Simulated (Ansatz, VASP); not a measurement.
GaN in VASP and in Ansatz

```
CELL_PARAMETERS angstrom
0.00000 2.27500 2.27500
2.27500 0.00000 2.27500
2.27500 2.27500 0.00000
ATOMIC_POSITIONS crystal
Ga 0.00761 0.00761 0.00761
N 0.25000 0.25000 0.25000
```

Alike in both runs: task single point; functional HSE06; k mesh 4 × 4 × 4; occupations fermi-dirac, width 0.05 eV; no spin polarisation.

|  | VASP | Ansatz |
| --- | --- | --- |
| version | VASP 6.6.1 | Ansatz 0.2.0 development build |
| potentials or method | VASP PAW PBE potentials, release 64 (Ga_d, N), cutoff 520 eV | plane waves, all-electron PAW datasets generated for the crystal |

Ansatz gave:

```
gap on the k mesh at the Fermi level (eV) : 2.73
rms of the force components (eV/Å)        : 0.470
```

Task: What did VASP give for the same quantities?

Result: gap on the k mesh at the Fermi level (eV): 2.72; rms of the force components (eV/Å): 0.461.

Atom by atom the forces differ by 0.008 eV/Å (rms over components). Ansatz ran all-electron here, and VASP with PAW potentials.

The k mesh is coarse, so the values compare programs but aren't converged.
